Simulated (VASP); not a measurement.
# Nb (Pm-3m) in VASP: notebook, part 3 of 3

VASP 6.6.1. The steps go on from the part before.

## Step 5: Single point, BLYP

This run uses another cell than the first one, of 21.07 Å³/atom, 1.136 times its volume.

Contents of INCAR:

```
SYSTEM = Nb
AGGAC    = 1.0          
AGGAX    = 1.0          
ALDAC    = 0.0          
ALDAX    = 1.0          
ALGO     = Normal         ! electronic algorithm
EDIFF    = 1E-6           ! SCF threshold, eV
ENCUT    = 520            ! plane-wave cutoff, eV
GGA      = B5             ! functional
ISIF     = 2              ! what is computed and relaxed
ISMEAR   = -1             ! smearing method
LASPH    = .TRUE.         ! aspherical terms in the spheres
LCHARG   = .FALSE.        ! write CHGCAR
LREAL    = .FALSE.        ! projectors in reciprocal space
LWAVE    = .FALSE.        ! write WAVECAR
NBANDS   = 12             ! bands
NELM     = 60             ! most SCF steps
PREC     = Accurate       ! precision mode
SIGMA    = 0.1            ! smearing width, eV
```

Contents of KPOINTS:

```
k-points
0
G
  12 12 12
  0 0 0
```

Contents of POSCAR:

```
Nb
1.0
    2.7618870342      0.0000000000      0.0000000000
    0.0000000000      2.7618870342      0.0000000000
    0.0000000000      0.0000000000      2.7618870342
Nb
1
Direct
    0.0000000000      0.0000000000      0.0000000000
```

Potentials or basis: VASP PAW PBE potentials, release 64 (Nb_sv).

Run with:

```console
> cat potpaw_PBE.64/Nb_sv/POTCAR > POTCAR
> mpirun -np 1 vasp_std > vasp.out
```

OUTCAR:

```text
SYSTEM = Nb
   EDIFF = 1E-6
   ENCUT = 520
   GGA = B5
   ISIF = 2
   ISMEAR = -1
   LASPH = .TRUE.
   LREAL = .FALSE.
   NELM = 60
   PREC = Accurate

 ion  position               nearest neighbor table
   1  0.000  0.000  0.000-

  LATTYP: Found a simple cubic cell.
 ALAT       =     2.7618870342

  Lattice vectors:

 A1 = (   2.7618870342,   0.0000000000,   0.0000000000)
 A2 = (   0.0000000000,   2.7618870342,   0.0000000000)
 A3 = (   0.0000000000,   0.0000000000,   2.7618870342)

Analysis of symmetry for initial positions (statically):
=====================================================================
 Subroutine PRICEL returns:
 Original cell was already a primitive cell.

 Routine SETGRP: Setting up the symmetry group for a
 simple cubic supercell.

 Subroutine GETGRP returns: Found 48 space group operations
[... 9 lines left out ...]

 Routine SETGRP: Setting up the symmetry group for a
 simple cubic supercell.

 Subroutine GETGRP returns: Found 48 space group operations
[... 11 lines left out ...]
                                     Primitive cell

  volume of cell :      21.0677

  direct lattice vectors                    reciprocal lattice vectors
     2.761887034  0.000000000  0.000000000     0.362071290  0.000000000  0.000000000
     0.000000000  2.761887034  0.000000000     0.000000000  0.362071290  0.000000000
     0.000000000  0.000000000  2.761887034     0.000000000  0.000000000  0.362071290

  length of vectors
     2.761887034  2.761887034  2.761887034     0.362071290  0.362071290  0.362071290

  position of ions in fractional coordinates (direct lattice)
     0.000000000  0.000000000  0.000000000

  ion indices of the primitive-cell ions
   primitive index   ion index
                 1           1

----------------------------------------------------------------------------------------

 KPOINTS: k-points

Automatic generation of k-mesh.
 Grid dimensions read from file:
 generate k-points for:   12   12   12

 Generating k-lattice:

  Cartesian coordinates                     Fractional coordinates (reciprocal lattice)
     0.030172607  0.000000000  0.000000000     0.083333333  0.000000000  0.000000000
     0.000000000  0.030172607  0.000000000     0.000000000  0.083333333  0.000000000
     0.000000000  0.000000000  0.030172607     0.000000000  0.000000000  0.083333333

  Length of vectors
     0.030172607  0.030172607  0.030172607

  Shift w.r.t. Gamma in fractional coordinates (k-lattice)
     0.000000000  0.000000000  0.000000000

 Subroutine IBZKPT returns following result:
 ===========================================

 Found     84 irreducible k-points:

 Following reciprocal coordinates:
            Coordinates               Weight
  0.000000  0.000000  0.000000      1.000000
  0.083333  0.000000  0.000000      6.000000
  0.166667  0.000000  0.000000      6.000000
  0.250000  0.000000  0.000000      6.000000
  0.333333  0.000000  0.000000      6.000000
  0.416667  0.000000  0.000000      6.000000
[... 16 lines left out ...]
  0.333333  0.333333  0.000000     12.000000
  0.416667  0.333333  0.000000     24.000000
 [... further k-points ...]
   k-points           NKPTS =     84   k-points in BZ     NKDIM =     84   number of bands    NBANDS=     12
   number of dos      NEDOS =    301   number of ions     NIONS =      1
   total plane-waves  NPLWV =  13824
   dimension x,y,z NGX =    24 NGY =   24 NGZ =   24
   dimension x,y,z NGXF=    48 NGYF=   48 NGZF=   48
   ions per type =               1
   NGX,Y,Z   is equivalent  to a cutoff of  14.45, 14.45, 14.45 a.u.
   NGXF,Y,Z  is equivalent  to a cutoff of  28.89, 28.89, 28.89 a.u.
 SYSTEM =  Nb
   PREC   = accura    normal or accurate (medium, high low for compatibility)
   ISTART =      0    job   : 0-new  1-cont  2-samecut
   ICHARG =      2    charge: 1-file 2-atom 10-const
   ISPIN  =      1    spin polarized calculation?
   LNONCOLLINEAR =      F non collinear calculations
   LSORBIT =      F    spin-orbit coupling
   LASPH  =      T    aspherical Exc in radial PAW
   ENCUT  =  520.0 eV  38.22 Ry    6.18 a.u.   5.14  5.14  5.14*2*pi/ulx,y,z
   NELM   =     60;   NELMIN=  2; NELMDL= -5     # of ELM steps
   EDIFF  = 0.1E-05   stopping-criterion for ELM
   LREAL  =      F    real-space projection
   EDIFFG = 0.1E-04   stopping-criterion for IOM
   NSW    =      0    number of steps for IOM
   IBRION =     -1    ionic relax: 0-MD 1-quasi-New 2-CG
   NFREE  =      0    steps in history (QN), initial steepest desc. (CG)
   ISIF   =      2    stress and relaxation
   ISYM   =      2    0-nonsym 1-usesym 2-fastsym
   POTIM  = 0.5000    time-step for ionic-motion
   TEBEG  =    0.0;   TEEND  =   0.0 temperature during run
   PSTRESS=    0.0 pullay stress
   NELECT =      13.0000    total number of electrons
   NUPDOWN=      -1.0000    fix difference up-down
   EMIN   =  10.00;   EMAX   =-10.00  energy-range for DOS
   EFERMI =   0.00;   METHOD = LEGACY
   ISMEAR =    -1;   SIGMA  =   0.10  broadening in eV -4-tet -1-fermi 0-gaus
   EFERMI_NEDOS =   21; number of points for ismear=-14 and -15
   IALGO  =     38    algorithm
   IMIX   =      4    mixing-type and parameters
     AMIX     =   0.40;   BMIX     =  1.00
     AMIX_MAG =   1.60;   BMIX_MAG =  1.00
  volume/ion in A,a.u.               =      21.07       142.17
  Fermi-wavevector in a.u.,A,eV,Ry     =   1.393745  2.633796 26.429665  1.942526
  Thomas-Fermi vector in A             =   2.517361
   LORBIT       =      0    0 simple, 1 ext, 2 COOP (PROOUT), +10 PAW based schemes
   GGA     = B5    functional components
   LHFCALC =     F    Hartree Fock is set to
   AEXX    =    0.0000 exact exchange contribution
   IVDW    =     0    specifies the selected vdW correction
   LEPSILON=     F    determine dielectric tensor
   LRPA    =     F    only Hartree local field effects (RPA)
 non-spin polarized calculation
  energy-cutoff  :      520.00
  volume of cell :       21.07
 maximum number of plane-waves:       587
 NGX is ok and might be reduce to    24
   NGX = 11   NGY = 11   NGZ = 11

 number of electron      12.9999999 magnetization

 Free energy of the ion-electron system (eV)
  ---------------------------------------------------
  ext. energy  EPLUGINS =         0.00000000
  ---------------------------------------------------
  free energy    TOTEN  =        -8.08344140 eV

  energy without entropy =       -8.04845435  energy(sigma->0) =       -8.06594788

 E-fermi :   9.7613     XC(G=0): -10.9617

 val. band max:        9.6715730880   @ k =   0.5000   0.0833   0.0000
 cond. band min:       9.7712227622   @ k =   0.4167   0.0833   0.0000
 fundamental gap:      0.0996496742
 Fermi energy:         9.7613404270

 k-point     1 :       0.0000    0.0000    0.0000
  band No.  band energies     occupation
      1     -44.8209      2.00000
      2     -20.3091      2.00000
      3     -20.3091      2.00000
      4     -20.3091      2.00000
      5       4.4410      2.00000
      6       7.0890      2.00000
      7       7.0890      2.00000
      8      14.4747      0.00000
      9      14.4747      0.00000
     10      14.4747      0.00000
     11      24.0780      0.00000
     12      24.0780      0.00000

 k-point     2 :       0.0833    0.0000    0.0000
  band No.  band energies     occupation
      1     -44.8104      2.00000
      2     -20.4000      2.00000
      3     -20.3014      2.00000
      4     -20.3014      2.00000
      5       4.6295      2.00000
      6       7.1381      2.00000
      7       7.2951      2.00000
      8      14.1966      0.00000
      9      14.1966      0.00000
     10      14.4944      0.00000
     11      23.1650      0.00000
     12      24.4700      0.00000

 k-point     3 :       0.1667    0.0000    0.0000
  band No.  band energies     occupation
      1     -44.7817      2.00000
      2     -20.6433      2.00000
      3     -20.2803      2.00000
      4     -20.2803      2.00000
      5       5.1267      2.00000
      6       7.2757      2.00000
      7       7.9067      2.00000
      8      13.5245      0.00000
      9      13.5245      0.00000
     10      14.5489      0.00000
     11      21.4434      0.00000
     12      25.4590      0.00000
[... 286 lines left out ...]
 k-point    23 :       0.3333    0.3333    0.0000
  band No.  band energies     occupation
      1     -44.5867      2.00000
      2     -21.1622      2.00000
      3     -21.1370      2.00000
      4     -20.1390      2.00000
      5       7.1307      2.00000
      6       8.1557      2.00000
      7      11.7246      0.00000
      8      12.4009      0.00000
      9      12.5342      0.00000
     10      12.6131      0.00000
     11      19.4773      0.00000
     12      22.8490      0.00000

 k-point    24 :       0.4167    0.3333    0.0000
  band No.  band energies     occupation
      1     -44.5580      2.00000
      2     -21.3619      2.00000
      3     -21.1185      2.00000
      4     -20.1185      2.00000
      5       6.8458      2.00000
      6       8.3030      2.00000
      7      12.0813      0.00000
      8      12.1792      0.00000
      9      12.6230      0.00000
     10      13.8705      0.00000
     11      18.5761      0.00000
     12      23.4988      0.00000

 [... further k-points ...]
[... 5 lines left out ...]
  --------------------------------------------------------------------------------------
  -------------------------------------------------------------------------------------
  Total       -0.0036640     -0.0036640     -0.0036640     -0.0000000      0.0000000     -0.0000000
  in kB       -0.2786447     -0.2786447     -0.2786447     -0.0000000      0.0000000     -0.0000000
  external PRESSURE =      -0.2786447 kB  Pullay stress =       0.0000000 kB

 VOLUME and BASIS-vectors are now :
 -----------------------------------------------------------------------------
  energy-cutoff  :      520.00
  volume of cell :       21.07
      direct lattice vectors                 reciprocal lattice vectors
     2.761887034  0.000000000  0.000000000     0.362071290  0.000000000  0.000000000
     0.000000000  2.761887034  0.000000000     0.000000000  0.362071290  0.000000000
     0.000000000  0.000000000  2.761887034     0.000000000  0.000000000  0.362071290

 POSITION                                       TOTAL-FORCE (eV/Angst)
 -----------------------------------------------------------------------------------
      0.00000      0.00000      0.00000         0.000000      0.000000      0.000000
 -----------------------------------------------------------------------------------
    total drift:                               -0.000000     -0.000000     -0.000000

  FREE ENERGIE OF THE ION-ELECTRON SYSTEM (eV)
  ---------------------------------------------------
  free  energy   TOTEN  =        -8.0834414050 eV

  energy  without entropy=       -8.0484543474  energy(sigma->0) =       -8.06594788
```

Run time: 22 s. Hardware: 1 thread of AMD EPYC 7R43 (Zen 3), shared host; peak memory 0.11 GiB.

What came out:

```yaml
Free_energy: -8.0834 eV
Pressure: 0.0 GPa
```

Caveat: the PAW data sets were made with another functional, which shifts forces and pressure a little.

## Step 6: Single point, BLYP

This run uses another cell than the first one, of 21.07 Å³/atom, 1.136 times its volume.

Contents of INCAR:

```
PREC = Accurate ; ENCUT = 520
EDIFF = 1E-6 ; ISMEAR = -1
SIGMA = 0.1 ; LREAL = F
LASPH = T ; NELM = 100
ALGO = Normal ; ISIF = 2
LWAVE = F ; LCHARG = F
GGA = B5 ; ALDAX = 1.0
AGGAX = 1.0 ; AGGAC = 1.0
ALDAC = 0.0 ; NBANDS = 12
```

Contents of KPOINTS:

```
Automatic mesh
0
Gamma
  13 13 13
```

POSCAR is that of step 5.

Potentials or basis: VASP PAW PBE potentials, release 64 (Nb_sv).

Run with:

```console
> cat potpaw_PBE.64/Nb_sv/POTCAR > POTCAR
> mpirun -np 1 vasp_std > vasp.out
```

Wall time 23 s (1 thread of AMD EPYC 7R43 (Zen 3), shared host); peak memory 0.11 GiB.

The run converged. Its results:

```
Free energy : -8.0749 eV
Pressure    : -0.3 GPa
```

Levels at points of the mesh, in eV from the Fermi level:
```tsv
k point	band 5	band 6	band 7	band 8	band 9	band 10
(0.00, 0.00, 0.00)	-5.34	-2.69	-2.69	4.70	4.70	4.70
```

Caveat: the PAW data sets were made with another functional, which shifts forces and pressure a little.

## Step 7: Overview

```tsv
cell	k mesh	gap on the mesh (eV)	pressure (GPa)
a = 2.647 Å, 1 atom	13 × 13 × 13	none	19.1
a = 2.686 Å, 1 atom	13 × 13 × 13	none	11.3
a = 2.725 Å, 1 atom	13 × 13 × 13	none	4.9
a = 2.762 Å, 1 atom	12 × 12 × 12	none	0.0
a = 2.762 Å, 1 atom	13 × 13 × 13	none	-0.3
```

Alike in all rows: task single point; level BLYP; potentials or basis VASP PAW PBE potentials, release 64 (Nb_sv); no spin polarisation; cutoff (eV) 520; smearing fermi-dirac 0.1 eV.

Caveats: the PAW data sets were made with another functional, which shifts forces and pressure a little.

Total energies depend on the potentials used, so only differences within one code and one set of settings carry meaning.
